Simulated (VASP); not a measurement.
The system is ZrGaH4.

```xyz
6
Lattice="3.7894 0.0000 0.0000 0.0000 3.7894 0.0000 0.0000 0.0000 5.3590" Properties=species:S:1:pos:R:3 pbc="T T T"
Zr    1.8947    1.8947    2.6795
Ga    0.0000    0.0000    0.0000
H     1.8947    0.0000    1.3397
H     0.0000    1.8947    4.0192
H     1.8947    0.0000    4.0192
H     0.0000    1.8947    1.3397
```

| Property | Result |
| --- | --- |
| Program | VASP 6.6.1 |
| Task | relaxation of cell and atoms |
| Functional | PBE |
| Potentials or basis | VASP PAW PBE potentials, release 64 (Zr_sv, Ga_d, H) |
| Cutoff | 600 eV |
| k mesh | 4 × 4 × 4 |
| Occupations | gaussian, width 0.1 eV |
| Spin | no spin polarisation |

At the start: pressure -13.0 GPa; volume 12.83 Å³/atom.

**Question.** Where does the relaxation end?

**Answer.** Over 13 steps the energy falls by 199.0 meV/atom and the volume is 9.13 Å³/atom (-28.8 %); space group P4/mmm (No. 123, to 0.1 Å) before and after.

Step by step:
```
step  energy change (eV)  largest force (eV/Å)  pressure (GPa)  volume (Å³)
   1              0.0000                0.7370          -12.95        76.95
   2             -0.8462                0.3752           -8.66        65.97
   3             -1.1281                0.0115           -1.42        58.30
   4             -1.1317                0.0476           -0.06        57.28
   5             -1.1316                0.0266           -0.54        57.63
   6             -1.1446                0.0462           -0.68        57.37
   7             -1.1762                0.0634           -0.74        56.56
   8             -1.1729                0.0784           -0.60        54.77
   9             -1.1881                0.0696           -0.76        55.81
  10             -1.1883                0.0697           -0.76        55.68
  11             -1.1916                0.0683            0.52        54.64
  12             -1.1916                0.0686            0.39        54.75
  13             -1.1938                0.0189            0.10        54.76
```

Final structure:
```yaml
crystal:
  lattice:
    - [3.47622, 0.00000, 0.00000]
    - [0.00000, 3.47622, 0.00000]
    - [0.00000, 0.00000, 4.53154]
  atoms:
    - { symbol: Zr, position: [0.50000, 0.50000, 0.50000] }
    - { symbol: Ga, position: [0.00000, 0.00000, 0.00000] }
    - { symbol: H, position: [0.50000, 0.00000, 0.25537] }
    - { symbol: H, position: [0.00000, 0.50000, 0.74463] }
    - { symbol: H, position: [0.50000, 0.00000, 0.74463] }
    - { symbol: H, position: [0.00000, 0.50000, 0.25537] }
```

Caveat: the k points lie up to 0.45 Å⁻¹ apart in the final cell, too coarse for converged energies and pressures of a metal; the volume moved by over 15 % at a fixed basis, so the end points are rough.
